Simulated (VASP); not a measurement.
# Bi2O (antifluorite type) (Fm-3m) in VASP: single point with PBE

Aim: the single point of Bi2O (antifluorite type) with PBE.

Everything below comes from runs of VASP 6.6.1. Logs are shortened: lines on timing, memory, paths and dates and some standing lists are left out, and cuts for length are marked.

## Step 1: The cell of the first run

Symmetry: Fm-3m, No. 225, cubic system. The conventional cell has a = 6.386 Å, b = 6.386 Å, c = 6.386 Å, α = 90.00°, β = 90.00°, γ = 90.00°. Bi (site symmetry -43m) has 4 O at 2.77 Å and 6 Bi at 3.19 Å within 3.6 Å. Within 3.6 Å of O (site symmetry m-3m) lie 8 Bi at 2.77 Å.

## Step 2: Single point, PBE

INCAR

```
SYSTEM = Bi2O
PREC = Accurate ; ENCUT = 520
EDIFF = 1E-7 ; ISMEAR = -1
SIGMA = 0.06122561905347299 ; LREAL = .False.
LASPH = .True. ; NELM = 80
ALGO = Normal ; ISIF = 2
LWAVE = .False. ; LCHARG = .False.
GGA = PE ; NBANDS = 25
```

KPOINTS

```
Automatic mesh
0
Gamma
  29 29 29
  0 0 0
```

POSCAR

```
Bi2O
1.0
    0.0000000000      3.1930553921      3.1930553921
    3.1930553921      0.0000000000      3.1930553921
    3.1930553921      3.1930553921      0.0000000000
Bi O
2 1
Direct
    0.2500000000      0.2500000000      0.2500000000
    0.7500000000      0.7500000000      0.7500000000
    0.0000000000      0.0000000000      0.0000000000
```

Potentials or basis: VASP PAW PBE potentials, release 64 (Bi_d, O).

On the command line:

```
$ cat potpaw_PBE.64/Bi_d/POTCAR potpaw_PBE.64/O/POTCAR > POTCAR
$ mpirun -np 1 vasp_std > vasp.out
```

OUTCAR:

```text
SYSTEM = Bi2O
   PREC = Accurate
   ENCUT = 520
   EDIFF = 1E-7
   ISMEAR = -1
   LREAL = .False.
   LASPH = .True.
   NELM = 80
   ISIF = 2
   GGA = PE

 ion  position               nearest neighbor table
   1  0.250  0.250  0.250-   3 2.77   3 2.77   3 2.77   3 2.77   2 3.19   2 3.19   2 3.19   2 3.19
                             2 3.19   2 3.19
   2  0.750  0.750  0.750-   3 2.77   3 2.77   3 2.77   3 2.77   1 3.19   1 3.19   1 3.19   1 3.19
                             1 3.19   1 3.19
   3  0.000  0.000  0.000-   2 2.77   2 2.77   2 2.77   1 2.77   2 2.77   1 2.77   1 2.77   1 2.77

  LATTYP: Found a face centered cubic cell.
 ALAT       =     6.3861107842

  Lattice vectors:

 A1 = (   0.0000000000,   3.1930553921,   3.1930553921)
 A2 = (   3.1930553921,   0.0000000000,   3.1930553921)
 A3 = (   3.1930553921,   3.1930553921,   0.0000000000)

Analysis of symmetry for initial positions (statically):
=====================================================================
 Subroutine PRICEL returns:
 Original cell was already a primitive cell.

 Routine SETGRP: Setting up the symmetry group for a
 face centered cubic supercell.

 Subroutine GETGRP returns: Found 48 space group operations
 (whereof 48 operations were pure point group operations)
 out of a pool of 48 trial point group operations.

The static configuration has the point symmetry O_h .

Analysis of symmetry for dynamics (positions and initial velocities):
=====================================================================
 Subroutine PRICEL returns:
 Original cell was already a primitive cell.

 Routine SETGRP: Setting up the symmetry group for a
 face centered cubic supercell.

 Subroutine GETGRP returns: Found 48 space group operations
 (whereof 48 operations were pure point group operations)
 out of a pool of 48 trial point group operations.

The dynamic configuration has the point symmetry O_h .

 Subroutine INISYM returns: Found 48 space group operations
 (whereof 48 operations are pure point group operations),
 and found     1 'primitive' translations

----------------------------------------------------------------------------------------

                                     Primitive cell

  volume of cell :      65.1102

  direct lattice vectors                    reciprocal lattice vectors
     0.000000000  3.193055392  3.193055392    -0.156589830  0.156589830  0.156589830
     3.193055392  0.000000000  3.193055392     0.156589830 -0.156589830  0.156589830
     3.193055392  3.193055392  0.000000000     0.156589830  0.156589830 -0.156589830

  length of vectors
     4.515662241  4.515662241  4.515662241     0.271221541  0.271221541  0.271221541

  position of ions in fractional coordinates (direct lattice)
     0.250000000  0.250000000  0.250000000
     0.750000000  0.750000000  0.750000000
     0.000000000  0.000000000  0.000000000

  ion indices of the primitive-cell ions
   primitive index   ion index
                 1           1
                 2           2
                 3           3

----------------------------------------------------------------------------------------

 KPOINTS: Automatic mesh

Automatic generation of k-mesh.
 Grid dimensions read from file:
 generate k-points for:   29   29   29

 Generating k-lattice:

  Cartesian coordinates                     Fractional coordinates (reciprocal lattice)
    -0.005399649  0.005399649  0.005399649     0.034482759  0.000000000  0.000000000
     0.005399649 -0.005399649  0.005399649     0.000000000  0.034482759  0.000000000
     0.005399649  0.005399649 -0.005399649     0.000000000  0.000000000  0.034482759

  Length of vectors
     0.009352467  0.009352467  0.009352467

  Shift w.r.t. Gamma in fractional coordinates (k-lattice)
     0.000000000  0.000000000  0.000000000

 Subroutine IBZKPT returns following result:
 ===========================================

 Found    680 irreducible k-points:

 Following reciprocal coordinates:
            Coordinates               Weight
  0.000000  0.000000  0.000000      1.000000
  0.034483  0.000000  0.000000      8.000000
  0.068966  0.000000  0.000000      8.000000
  0.103448  0.000000  0.000000      8.000000
  0.137931  0.000000  0.000000      8.000000
  0.172414  0.000000  0.000000      8.000000
[... 16 lines left out ...]
  0.275862  0.034483  0.000000     24.000000
  0.310345  0.034483  0.000000     24.000000
 [... further k-points ...]
   k-points           NKPTS =    680   k-points in BZ     NKDIM =    680   number of bands    NBANDS=     25
   number of dos      NEDOS =    301   number of ions     NIONS =      3
   total plane-waves  NPLWV =  46656
   dimension x,y,z NGX =    36 NGY =   36 NGZ =   36
   dimension x,y,z NGXF=    72 NGYF=   72 NGZF=   72
   ions per type =               2   1
   NGX,Y,Z   is equivalent  to a cutoff of  13.25, 13.25, 13.25 a.u.
   NGXF,Y,Z  is equivalent  to a cutoff of  26.51, 26.51, 26.51 a.u.
 SYSTEM =  Bi2O
   PREC   = accura    normal or accurate (medium, high low for compatibility)
   ISTART =      0    job   : 0-new  1-cont  2-samecut
   ICHARG =      2    charge: 1-file 2-atom 10-const
   ISPIN  =      1    spin polarized calculation?
   LNONCOLLINEAR =      F non collinear calculations
   LSORBIT =      F    spin-orbit coupling
   LASPH  =      T    aspherical Exc in radial PAW
   ENCUT  =  520.0 eV  38.22 Ry    6.18 a.u.   8.40  8.40  8.40*2*pi/ulx,y,z
   NELM   =     80;   NELMIN=  2; NELMDL= -5     # of ELM steps
   EDIFF  = 0.1E-06   stopping-criterion for ELM
   LREAL  =      F    real-space projection
   EDIFFG = 0.1E-05   stopping-criterion for IOM
   NSW    =      0    number of steps for IOM
   IBRION =     -1    ionic relax: 0-MD 1-quasi-New 2-CG
   NFREE  =      0    steps in history (QN), initial steepest desc. (CG)
   ISIF   =      2    stress and relaxation
   ISYM   =      2    0-nonsym 1-usesym 2-fastsym
   POTIM  = 0.5000    time-step for ionic-motion
   TEBEG  =    0.0;   TEEND  =   0.0 temperature during run
   PSTRESS=    0.0 pullay stress
   NELECT =      36.0000    total number of electrons
   NUPDOWN=      -1.0000    fix difference up-down
   EMIN   =  10.00;   EMAX   =-10.00  energy-range for DOS
   EFERMI =   0.00;   METHOD = LEGACY
   ISMEAR =    -1;   SIGMA  =   0.06  broadening in eV -4-tet -1-fermi 0-gaus
   EFERMI_NEDOS =   21; number of points for ismear=-14 and -15
   IALGO  =     38    algorithm
   IMIX   =      4    mixing-type and parameters
     AMIX     =   0.40;   BMIX     =  1.00
     AMIX_MAG =   1.60;   BMIX_MAG =  1.00
  volume/ion in A,a.u.               =      21.70       146.46
  Fermi-wavevector in a.u.,A,eV,Ry     =   1.343670  2.539168 24.564617  1.805448
  Thomas-Fermi vector in A             =   2.471725
   LORBIT       =      0    0 simple, 1 ext, 2 COOP (PROOUT), +10 PAW based schemes
   GGA     = PE    functional components
   LHFCALC =     F    Hartree Fock is set to
   AEXX    =    0.0000 exact exchange contribution
   IVDW    =     0    specifies the selected vdW correction
   LEPSILON=     F    determine dielectric tensor
   LRPA    =     F    only Hartree local field effects (RPA)
 non-spin polarized calculation
  energy-cutoff  :      520.00
  volume of cell :       65.11
 maximum number of plane-waves:      1807
 NGX is ok and might be reduce to    36
   NGX = 17   NGY = 17   NGZ = 17

 number of electron      36.0000011 magnetization

 Free energy of the ion-electron system (eV)
  ---------------------------------------------------
  ext. energy  EPLUGINS =         0.00000000
  ---------------------------------------------------
  free energy    TOTEN  =       -12.27123279 eV

  energy without entropy =      -12.24632193  energy(sigma->0) =      -12.25877736

 E-fermi :   8.0114     XC(G=0): -10.7312

 val. band max:        8.0113064164   @ k =  -0.2414   0.2069   0.0690
 cond. band min:       8.0115237480   @ k =  -0.4483   0.3793   0.0000
 fundamental gap:      0.0002173316
 Fermi energy:         8.0114342702

 k-point     1 :       0.0000    0.0000    0.0000
  band No.  band energies     occupation
      1     -15.2879      2.00000
      2     -15.2879      2.00000
      3     -15.1037      2.00000
      4     -15.1037      2.00000
      5     -15.1037      2.00000
      6     -14.8882      2.00000
[... 17 lines left out ...]
     24      15.7332      0.00000
     25      15.7332      0.00000

 k-point     2 :       0.0345    0.0000    0.0000
  band No.  band energies     occupation
      1     -15.2865      2.00000
      2     -15.2865      2.00000
      3     -15.1033      2.00000
      4     -15.1030      2.00000
      5     -15.1030      2.00000
      6     -14.8888      2.00000
[... 17 lines left out ...]
     24      15.7880      0.00000
     25      15.7880      0.00000

 k-point     3 :       0.0690    0.0000    0.0000
  band No.  band energies     occupation
      1     -15.2822      2.00000
      2     -15.2822      2.00000
      3     -15.1020      2.00000
      4     -15.1009      2.00000
      5     -15.1009      2.00000
      6     -14.8906      2.00000
[... 17 lines left out ...]
     24      15.9416      0.00000
     25      15.9416      0.00000

 k-point     4 :       0.1034    0.0000    0.0000
  band No.  band energies     occupation
      1     -15.2750      2.00000
      2     -15.2750      2.00000
      3     -15.0999      2.00000
      4     -15.0974      2.00000
      5     -15.0974      2.00000
      6     -14.8937      2.00000
[... 17 lines left out ...]
     24      16.1630      0.00000
     25      16.1630      0.00000
[... 477 lines left out ...]
 k-point    22 :       0.2414    0.0345    0.0000
  band No.  band energies     occupation
      1     -15.2362      2.00000
      2     -15.2139      2.00000
      3     -15.0873      2.00000
      4     -15.0734      2.00000
      5     -15.0703      2.00000
      6     -14.9177      2.00000
[... 17 lines left out ...]
     24      16.8471      0.00000
     25      16.8780      0.00000

 k-point    23 :       0.2759    0.0345    0.0000
  band No.  band energies     occupation
      1     -15.2186      2.00000
      2     -15.1937      2.00000
      3     -15.0807      2.00000
      4     -15.0649      2.00000
      5     -15.0612      2.00000
      6     -14.9264      2.00000
[... 17 lines left out ...]
     24      16.9174      0.00000
     25      16.9852      0.00000

 k-point    24 :       0.3103    0.0345    0.0000
  band No.  band energies     occupation
      1     -15.1988      2.00000
      2     -15.1715      2.00000
      3     -15.0730      2.00000
      4     -15.0555      2.00000
      5     -15.0512      2.00000
      6     -14.9361      2.00000
[... 17 lines left out ...]
     24      16.9870      0.00000
     25      17.0649      0.00000

 [... further k-points ...]
[... 5 lines left out ...]
  --------------------------------------------------------------------------------------
  -------------------------------------------------------------------------------------
  Total        1.8913304      1.8913304      1.8913304      0.0000000      0.0000000      0.0000000
  in kB       46.5402404     46.5402404     46.5402404      0.0000000      0.0000000      0.0000000
  external PRESSURE =      46.5402404 kB  Pullay stress =       0.0000000 kB

 VOLUME and BASIS-vectors are now :
 -----------------------------------------------------------------------------
  energy-cutoff  :      520.00
  volume of cell :       65.11
      direct lattice vectors                 reciprocal lattice vectors
     0.000000000  3.193055392  3.193055392    -0.156589830  0.156589830  0.156589830
     3.193055392  0.000000000  3.193055392     0.156589830 -0.156589830  0.156589830
     3.193055392  3.193055392  0.000000000     0.156589830  0.156589830 -0.156589830

 POSITION                                       TOTAL-FORCE (eV/Angst)
 -----------------------------------------------------------------------------------
      1.59653      1.59653      1.59653        -0.000000     -0.000000     -0.000000
      4.78958      4.78958      4.78958         0.000000      0.000000      0.000000
      0.00000      0.00000      0.00000         0.000000     -0.000000     -0.000000
 -----------------------------------------------------------------------------------
    total drift:                                0.000000      0.000000      0.000000

  FREE ENERGIE OF THE ION-ELECTRON SYSTEM (eV)
  ---------------------------------------------------
  free  energy   TOTEN  =       -12.2712327856 eV

  energy  without entropy=      -12.2463219252  energy(sigma->0) =      -12.25877736
```

Wall time 16 min (1 thread of Oxide Virtual Turin-like, shared host); peak memory 0.91 GiB.

What came out:

```yaml
Free_energy: -12.2712 eV
Pressure: 4.7 GPa
Band_gap_on_the_k_mesh: zero (bands 18 and 19 overlap by 2.01 eV)
```

Caveat: the cell stands under pressure; spin-orbit coupling is left out, which moves the levels of the heavy elements.
